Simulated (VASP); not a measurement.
# Hf3Si2O (R-3m) in VASP: a series of runs

Hf3Si2O is run at these levels: PBE; tasks: single point.

Program: VASP 6.6.1. These are calculated values, not measurements. Logs are shortened: lines on timing, memory, paths and dates and some standing lists are left out, and cuts for length are marked.

**1. The cell of the first run**

It takes space group R-3m (No. 166, trigonal). Conventional cell: a = 5.220 Å, b = 5.220 Å, c = 12.878 Å, α = 90.00°, β = 90.00°, γ = 120.00°. Within 3.4 Å of Hf (site symmetry 2/m) lie 4 Hf at 2.61 Å and 2 O at 2.62 Å and 6 Si at 3.05 to 3.11 Å. Si (site symmetry 3m) has 9 Hf at 3.05 to 3.11 Å and 3 O at 3.07 Å and 4 Si at 3.15 to 3.22 Å within 4.0 Å. Within 3.5 Å of O (site symmetry -3m) lie 6 Hf at 2.62 Å and 6 Si at 3.07 Å.

**2. Single point, PBE**

Contents of INCAR:

```
SYSTEM = Hf3Si2O
ALGO     = Normal         ! electronic algorithm
EDIFF    = 1E-6           ! SCF threshold, eV
ENCUT    = 520            ! plane-wave cutoff, eV
GGA      = PE             ! functional
ISIF     = 2              ! what is computed and relaxed
ISMEAR   = 0              ! smearing method
LASPH    = .TRUE.         ! aspherical terms in the spheres
LCHARG   = .FALSE.        ! write CHGCAR
LREAL    = .FALSE.        ! projectors in reciprocal space
LWAVE    = .FALSE.        ! write WAVECAR
NBANDS   = 31             ! bands
NELM     = 80             ! most SCF steps
PREC     = Accurate       ! precision mode
SIGMA    = 0.1            ! smearing width, eV
```

Contents of KPOINTS:

```
k-points
0
G
  6 6 6
  0 0 0
```

Contents of POSCAR:

```
Hf3Si2O
1.0
    2.6101268000      1.5069574100      4.2928188900
   -2.6101268000      1.5069574100      4.2928188900
    0.0000000000     -3.0139148200      4.2928188900
Hf Si O
3 2 1
Direct
    0.5000000000      0.0000000000      0.0000000000
    0.0000000000      0.5000000000      0.0000000000
    0.0000000000      0.0000000000      0.5000000000
    0.6223710200      0.6223710200      0.6223710200
    0.3776289800      0.3776289800      0.3776289800
    0.0000000000      0.0000000000      0.0000000000
```

Potentials or basis: VASP PAW PBE potentials, release 64 (Hf_pv, Si, O).

On the command line:

```sh
> cat potpaw_PBE.64/Hf_pv/POTCAR potpaw_PBE.64/Si/POTCAR potpaw_PBE.64/O/POTCAR > POTCAR
> mpirun -np 1 vasp_std > vasp.out
```

OUTCAR:

```text
SYSTEM = Hf3Si2O
   EDIFF = 1E-6
   ENCUT = 520
   GGA = PE
   ISIF = 2
   ISMEAR = 0
   LASPH = .TRUE.
   LREAL = .FALSE.
   NELM = 80
   PREC = Accurate

 ion  position               nearest neighbor table
   1  0.500  0.000  0.000-   3 2.61   3 2.61   2 2.61   2 2.61   6 2.62   6 2.62   5 3.05   4 3.05
                             5 3.05   4 3.05   4 3.11   5 3.11
   2  0.000  0.500  0.000-   3 2.61   3 2.61   1 2.61   1 2.61   6 2.62   6 2.62   4 3.05   5 3.05
                             4 3.05   5 3.05   4 3.11   5 3.11
   3  0.000  0.000  0.500-   1 2.61   2 2.61   2 2.61   1 2.61   6 2.62   6 2.62   4 3.05   5 3.05
                             4 3.05   5 3.05   4 3.11   5 3.11
   4  0.622  0.622  0.622-   1 3.05   2 3.05   1 3.05   2 3.05   3 3.05   3 3.05   3 3.11   2 3.11
                             1 3.11
   5  0.378  0.378  0.378-   2 3.05   1 3.05   1 3.05   2 3.05   3 3.05   3 3.05   3 3.11   2 3.11
                             1 3.11
   6  0.000  0.000  0.000-   3 2.62   3 2.62   1 2.62   2 2.62   2 2.62   1 2.62

  LATTYP: Found a trigonal (rhomboedric) cell.
 ALAT       =     5.2451860377
 COS(alpha) =     0.5047420972

  Lattice vectors:

 A1 = (   2.6101268000,   1.5069574100,   4.2928188900)
 A2 = (  -2.6101268000,   1.5069574100,   4.2928188900)
 A3 = (   0.0000000000,  -3.0139148200,   4.2928188900)

Analysis of symmetry for initial positions (statically):
=====================================================================
 Subroutine PRICEL returns:
 Original cell was already a primitive cell.

 Routine SETGRP: Setting up the symmetry group for a
 trigonal (rhombohedral) supercell.

 Subroutine GETGRP returns: Found 12 space group operations
 (whereof 12 operations were pure point group operations)
 out of a pool of 12 trial point group operations.

The static configuration has the point symmetry D_3d.

Analysis of symmetry for dynamics (positions and initial velocities):
=====================================================================
 Subroutine PRICEL returns:
 Original cell was already a primitive cell.

 Routine SETGRP: Setting up the symmetry group for a
 trigonal (rhombohedral) supercell.

 Subroutine GETGRP returns: Found 12 space group operations
 (whereof 12 operations were pure point group operations)
 out of a pool of 12 trial point group operations.

The dynamic configuration has the point symmetry D_3d.

 Subroutine INISYM returns: Found 12 space group operations
 (whereof 12 operations are pure point group operations),
 and found     1 'primitive' translations

----------------------------------------------------------------------------------------

                                     Primitive cell

  volume of cell :     101.3110

  direct lattice vectors                    reciprocal lattice vectors
     2.610126800  1.506957410  4.292818890     0.191561575  0.110598127  0.077649056
    -2.610126800  1.506957410  4.292818890    -0.191561575  0.110598127  0.077649056
     0.000000000 -3.013914820  4.292818890     0.000000000 -0.221196254  0.077649056

  length of vectors
     5.245186038  5.245186038  5.245186037     0.234429432  0.234429432  0.234429432

  position of ions in fractional coordinates (direct lattice)
     0.500000000  0.000000000  0.000000000
     0.000000000  0.500000000  0.000000000
     0.000000000  0.000000000  0.500000000
     0.622371020  0.622371020  0.622371020
     0.377628980  0.377628980  0.377628980
     0.000000000  0.000000000  0.000000000

  ion indices of the primitive-cell ions
   primitive index   ion index
                 1           1
                 2           2
                 3           3
                 4           4
                 5           5
                 6           6

----------------------------------------------------------------------------------------

 KPOINTS: k-points

Automatic generation of k-mesh.
 Grid dimensions read from file:
 generate k-points for:    6    6    6

 Generating k-lattice:

  Cartesian coordinates                     Fractional coordinates (reciprocal lattice)
     0.031926929  0.018433021  0.012941509     0.166666667  0.000000000  0.000000000
    -0.031926929  0.018433021  0.012941509     0.000000000  0.166666667  0.000000000
     0.000000000 -0.036866042  0.012941509     0.000000000  0.000000000  0.166666667

  Length of vectors
     0.039071572  0.039071572  0.039071572

  Shift w.r.t. Gamma in fractional coordinates (k-lattice)
     0.000000000  0.000000000  0.000000000

 Subroutine IBZKPT returns following result:
 ===========================================

 Found     32 irreducible k-points:

 Following reciprocal coordinates:
            Coordinates               Weight
  0.000000  0.000000  0.000000      1.000000
  0.166667 -0.000000 -0.000000      6.000000
  0.333333 -0.000000 -0.000000      6.000000
  0.500000 -0.000000  0.000000      3.000000
  0.166667  0.166667 -0.000000      6.000000
  0.333333  0.166667  0.000000     12.000000
[... 16 lines left out ...]
  0.500000  0.500000  0.166667      6.000000
 -0.333333  0.500000  0.166667     12.000000
 [... further k-points ...]
   k-points           NKPTS =     32   k-points in BZ     NKDIM =     32   number of bands    NBANDS=     31
   number of dos      NEDOS =    301   number of ions     NIONS =      6
   total plane-waves  NPLWV =  64000
   dimension x,y,z NGX =    40 NGY =   40 NGZ =   40
   dimension x,y,z NGXF=    80 NGYF=   80 NGZF=   80
   ions per type =               3   2   1
   NGX,Y,Z   is equivalent  to a cutoff of  12.68, 12.68, 12.68 a.u.
   NGXF,Y,Z  is equivalent  to a cutoff of  25.36, 25.36, 25.36 a.u.
 SYSTEM =  Hf3Si2O
   PREC   = accura    normal or accurate (medium, high low for compatibility)
   ISTART =      0    job   : 0-new  1-cont  2-samecut
   ICHARG =      2    charge: 1-file 2-atom 10-const
   ISPIN  =      1    spin polarized calculation?
   LNONCOLLINEAR =      F non collinear calculations
   LSORBIT =      F    spin-orbit coupling
   LASPH  =      T    aspherical Exc in radial PAW
   ENCUT  =  520.0 eV  38.22 Ry    6.18 a.u.   9.75  9.75  9.75*2*pi/ulx,y,z
   NELM   =     80;   NELMIN=  2; NELMDL= -5     # of ELM steps
   EDIFF  = 0.1E-05   stopping-criterion for ELM
   LREAL  =      F    real-space projection
   EDIFFG = 0.1E-04   stopping-criterion for IOM
   NSW    =      0    number of steps for IOM
   IBRION =     -1    ionic relax: 0-MD 1-quasi-New 2-CG
   NFREE  =      0    steps in history (QN), initial steepest desc. (CG)
   ISIF   =      2    stress and relaxation
   ISYM   =      2    0-nonsym 1-usesym 2-fastsym
   POTIM  = 0.5000    time-step for ionic-motion
   TEBEG  =    0.0;   TEEND  =   0.0 temperature during run
   PSTRESS=    0.0 pullay stress
   NELECT =      44.0000    total number of electrons
   NUPDOWN=      -1.0000    fix difference up-down
   EMIN   =  10.00;   EMAX   =-10.00  energy-range for DOS
   EFERMI =   0.00;   METHOD = LEGACY
   ISMEAR =     0;   SIGMA  =   0.10  broadening in eV -4-tet -1-fermi 0-gaus
   EFERMI_NEDOS =   21; number of points for ismear=-14 and -15
   IALGO  =     38    algorithm
   IMIX   =      4    mixing-type and parameters
     AMIX     =   0.40;   BMIX     =  1.00
     AMIX_MAG =   1.60;   BMIX_MAG =  1.00
  volume/ion in A,a.u.               =      16.89       113.95
  Fermi-wavevector in a.u.,A,eV,Ry     =   1.239768  2.342821 20.912475  1.537024
  Thomas-Fermi vector in A             =   2.374237
   LORBIT       =      0    0 simple, 1 ext, 2 COOP (PROOUT), +10 PAW based schemes
   GGA     = PE    functional components
   LHFCALC =     F    Hartree Fock is set to
   AEXX    =    0.0000 exact exchange contribution
   IVDW    =     0    specifies the selected vdW correction
   LEPSILON=     F    determine dielectric tensor
   LRPA    =     F    only Hartree local field effects (RPA)
 non-spin polarized calculation
 Gauss-broadening in eV      SIGMA  =   0.10
  energy-cutoff  :      520.00
  volume of cell :      101.31
 maximum number of plane-waves:      2752
   NGX = 19   NGY = 19   NGZ = 19

 number of electron      43.9999998 magnetization

 Free energy of the ion-electron system (eV)
  ---------------------------------------------------
  ext. energy  EPLUGINS =         0.00000000
  ---------------------------------------------------
  free energy    TOTEN  =       -45.30299808 eV

  energy without entropy =      -45.27942936  energy(sigma->0) =      -45.29121372

 E-fermi :   6.2080     XC(G=0): -11.3066

 val. band max:        6.2060798902   @ k =   0.5000   0.3333   0.1667
 cond. band min:       6.2133214191   @ k =   0.1667   0.1667  -0.0000
 fundamental gap:      0.0072415290
 Fermi energy:         6.2079873123

 k-point     1 :       0.0000    0.0000    0.0000
  band No.  band energies     occupation
      1     -26.1077      2.00000
      2     -24.9676      2.00000
      3     -24.9676      2.00000
      4     -24.5591      2.00000
      5     -24.1317      2.00000
      6     -24.1317      2.00000
[... 23 lines left out ...]
     30      11.2769      0.00000
     31      11.6267      0.00000

 k-point     2 :       0.1667   -0.0000   -0.0000
  band No.  band energies     occupation
      1     -25.9785      2.00000
      2     -24.9495      2.00000
      3     -24.8711      2.00000
      4     -24.5349      2.00000
      5     -24.1594      2.00000
      6     -24.1322      2.00000
[... 23 lines left out ...]
     30      11.0267      0.00000
     31      11.3637      0.00000

 k-point     3 :       0.3333   -0.0000   -0.0000
  band No.  band energies     occupation
      1     -25.6734      2.00000
      2     -24.8480      2.00000
      3     -24.6017      2.00000
      4     -24.4712      2.00000
      5     -24.2319      2.00000
      6     -24.1338      2.00000
[... 23 lines left out ...]
     30      10.3821      0.00000
     31      10.6189      0.00000

 k-point     4 :       0.5000   -0.0000    0.0000
  band No.  band energies     occupation
      1     -25.4976      2.00000
      2     -24.5182      2.00000
      3     -24.4621      2.00000
      4     -24.4105      2.00000
      5     -24.2684      2.00000
      6     -24.2538      2.00000
[... 23 lines left out ...]
     30       9.6752      0.00000
     31      10.3114      0.00000

 k-point     5 :       0.1667    0.1667   -0.0000
  band No.  band energies     occupation
      1     -25.9791      2.00000
      2     -24.9495      2.00000
      3     -24.8710      2.00000
      4     -24.5376      2.00000
      5     -24.1604      2.00000
      6     -24.1302      2.00000
[... 23 lines left out ...]
     30      10.7368      0.00000
     31      11.4215      0.00000
[... 542 lines left out ...]
     30       9.7006      0.00000
     31       9.9800      0.00000

 k-point    22 :      -0.1667    0.3333    0.1667
  band No.  band energies     occupation
      1     -25.4342      2.00000
      2     -24.8165      2.00000
      3     -24.4249      2.00000
      4     -24.3804      2.00000
      5     -24.2971      2.00000
      6     -24.2707      2.00000
[... 23 lines left out ...]
     30       9.9696      0.00000
     31      10.3157      0.00000

 k-point    23 :       0.5000    0.5000    0.1667
  band No.  band energies     occupation
      1     -25.6778      2.00000
      2     -24.8478      2.00000
      3     -24.6018      2.00000
      4     -24.4912      2.00000
      5     -24.2285      2.00000
      6     -24.1261      2.00000
[... 23 lines left out ...]
     30      10.2380      0.00000
     31      10.5878      0.00000

 k-point    24 :      -0.3333    0.5000    0.1667
  band No.  band energies     occupation
      1     -25.4372      2.00000
      2     -24.8163      2.00000
      3     -24.4389      2.00000
      4     -24.3802      2.00000
      5     -24.2965      2.00000
      6     -24.2632      2.00000
[... 23 lines left out ...]
     30       9.8290      0.00000
     31      10.2051      0.00000

 [... further k-points ...]
[... 5 lines left out ...]
  --------------------------------------------------------------------------------------
  -------------------------------------------------------------------------------------
  Total       12.0995558     12.0995558    -19.0850189      0.0000000      0.0000000      0.0000000
  in kB      191.3478597    191.3478596   -301.8191390      0.0000000      0.0000000      0.0000000
  external PRESSURE =      26.9588601 kB  Pullay stress =       0.0000000 kB

 VOLUME and BASIS-vectors are now :
 -----------------------------------------------------------------------------
  energy-cutoff  :      520.00
  volume of cell :      101.31
      direct lattice vectors                 reciprocal lattice vectors
     2.610126800  1.506957410  4.292818890     0.191561575  0.110598127  0.077649056
    -2.610126800  1.506957410  4.292818890    -0.191561575  0.110598127  0.077649056
     0.000000000 -3.013914820  4.292818890     0.000000000 -0.221196254  0.077649056

 POSITION                                       TOTAL-FORCE (eV/Angst)
 -----------------------------------------------------------------------------------
      1.30506      0.75348      2.14641         0.000000      0.000000     -0.000000
     -1.30506      0.75348      2.14641         0.000000      0.000000     -0.000000
      0.00000     -1.50696      2.14641        -0.000000      0.000000     -0.000000
      0.00000      0.00000      8.01518         0.000000      0.000000     -0.246648
      0.00000      0.00000      4.86328         0.000000     -0.000000      0.246648
      0.00000      0.00000      0.00000         0.000000      0.000000     -0.000000
 -----------------------------------------------------------------------------------
    total drift:                               -0.000000      0.000000     -0.000000

  FREE ENERGIE OF THE ION-ELECTRON SYSTEM (eV)
  ---------------------------------------------------
  free  energy   TOTEN  =       -45.3029980769 eV

  energy  without entropy=      -45.2794293578  energy(sigma->0) =      -45.29121372
```

Run time: 67 s. Hardware: 1 thread of Intel Xeon Platinum 8559C (Emerald Rapids), shared host; peak memory 0.28 GiB.

What came out:

```yaml
Free_energy: -45.3030 eV
Pressure: 2.7 GPa
Largest_force: 0.247 eV/Å
Band_gap_on_the_k_mesh: zero (band 22 reaches 6.67 eV, above the bottom of band 23 at 5.74 eV)
```

Forces on the atoms (eV/Å):
```
Hf   0.000  0.000  0.000
Hf   0.000  0.000  0.000
Hf   0.000  0.000  0.000
Si   0.000  0.000 -0.247
Si   0.000  0.000  0.247
O    0.000  0.000  0.000
```

Stress tensor (GPa, compression positive):
```
 19.13   0.00   0.00
  0.00  19.13   0.00
  0.00   0.00 -30.18
```

Levels at points of the mesh, in eV from the Fermi level:
```tsv
k point	band 19	band 20	band 21	band 22	band 23	band 24	band 25	band 26
(0.00, 0.00, 0.00)	-3.47	-2.04	-2.04	-0.65	-0.10	0.87	0.87	2.25
(0.50, 0.00, 0.00)	-1.56	-1.34	-1.20	0.34	1.15	1.60	1.64	1.74
(0.50, 0.50, 0.00)	-1.85	-1.29	-0.79	-0.30	1.04	1.41	1.52	1.53
(0.50, 0.50, 0.50)	-2.04	-1.86	-1.86	-0.47	-0.47	1.41	2.01	2.34
```

Caveat: spin-orbit coupling is left out, which moves the levels of the heavy elements.

**3. Single point, PBE**

This run uses another cell than the first one, of 16.15 Å³/atom, 0.957 times its volume.

Contents of INCAR:

```
PREC     = Accurate       # precision mode
ENCUT    = 520            # plane-wave cutoff, eV
EDIFF    = 1E-6           # SCF threshold, eV
ISMEAR   = 0              # smearing method
SIGMA    = 0.1            # smearing width, eV
LREAL    = False          # projectors in reciprocal space
LASPH    = True           # aspherical terms in the spheres
NELM     = 80             # most SCF steps
ALGO     = Normal         # electronic algorithm
ISIF     = 2              # what is computed and relaxed
LWAVE    = False          # write WAVECAR
LCHARG   = False          # write CHGCAR
GGA      = PE             # functional
NBANDS   = 31             # bands
```

Contents of KPOINTS:

```
regular mesh
0
Gamma
  12 12 12
```

Contents of POSCAR:

```
Hf3Si2O
1.0
    2.9712315547      1.7154413379      3.1691329882
   -2.9712315547      1.7154413379      3.1691329882
    0.0000000000     -3.4308826758      3.1691329882
Hf Si O
3 2 1
Direct
    0.5000000000      0.0000000000      0.0000000000
    0.0000000000      0.5000000000      0.0000000000
    0.0000000000      0.0000000000      0.5000000000
    0.6173720725      0.6173720725      0.6173720725
    0.3826279275      0.3826279275      0.3826279275
    0.0000000000      0.0000000000      0.0000000000
```

Potentials or basis: VASP PAW PBE potentials, release 64 (Hf_pv, Si, O).

On the command line:

```sh
> cat potpaw_PBE.64/Hf_pv/POTCAR potpaw_PBE.64/Si/POTCAR potpaw_PBE.64/O/POTCAR > POTCAR
> mpirun -np 1 vasp_std > vasp.out
```

Run time: 3.4 min. Hardware: 1 thread of Intel Xeon Platinum 8559C (Emerald Rapids), shared host; peak memory 0.56 GiB.

It converged, with:

- Free energy: -50.8280 eV
- Pressure: -0.9 GPa
- Largest force: 0.012 eV/Å
- Band gap on the k mesh: zero (band 22 reaches 7.78 eV, above the bottom of band 23 at 5.71 eV)

Forces in eV/Å, atoms in the order of the input:
```
Hf   0.000  0.000  0.000
Hf   0.000  0.000  0.000
Hf   0.000  0.000  0.000
Si   0.000  0.000 -0.012
Si   0.000  0.000  0.012
O    0.000  0.000  0.000
```

Stress tensor (GPa, compression positive):
```
-0.84  0.00  0.00
 0.00 -0.84  0.00
 0.00  0.00 -0.93
```

Levels at points of the mesh, in eV from the Fermi level:
```
           k point  band 20  band 21  band 22  band 23  band 24  band 25
(0.00, 0.00, 0.00)    -1.94    -1.94    -1.42    -1.42     0.56     2.55
(0.50, 0.00, 0.00)    -2.19    -0.19     0.39     0.56     0.86     1.24
(0.50, 0.50, 0.00)    -1.74    -0.34     0.65     0.72     0.93     1.39
(0.50, 0.50, 0.50)    -1.73    -0.36    -0.36     0.83     1.94     2.00
```

Caveat: spin-orbit coupling is left out, which moves the levels of the heavy elements.
